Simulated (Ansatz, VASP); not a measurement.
**Two plane-wave programs on NaH**

```xyz
2
Lattice="2.9324 0.0000 0.0000 0.0000 2.9324 0.0000 0.0000 0.0000 2.9324" Properties=species:S:1:pos:R:3 pbc="T T T"
Na    0.0000    0.0000    0.0000
H     1.4662    1.4662    1.4662
```

Alike in both runs: task single point; functional PBE-based screened hybrid; k mesh 4 × 4 × 4; no spin polarisation.

|  | VASP | Ansatz |
| --- | --- | --- |
| version | VASP 6.6.1 | Ansatz 0.2.0 |
| potentials or method | VASP PAW PBE potentials, release 64 (Na_pv, H) | plane waves |
| plane-wave cutoff (eV) | 520 | 420 |
| occupations | gaussian, width 0.01 eV | fixed |
| valence electrons in the cell | 8 | 10 |

|  | VASP | Ansatz | Ansatz less VASP |
| --- | --- | --- | --- |
| gap on the k mesh at the Fermi level (eV) | 1.99 | 1.97 | -0.024 |
| pressure (GPa) | 0.4 | 0.5 | +0.07 |

VASP's potentials were made for PBE, not for PBE-based screened hybrid. VASP's potentials hold 8 valence electrons a cell and Ansatz's 10, so a difference there can come from the potentials and not from the codes. Ansatz's warnings: stress exchange threshold loose, stress scf threshold loose.

The k mesh is coarse, so the values compare programs but aren't converged.
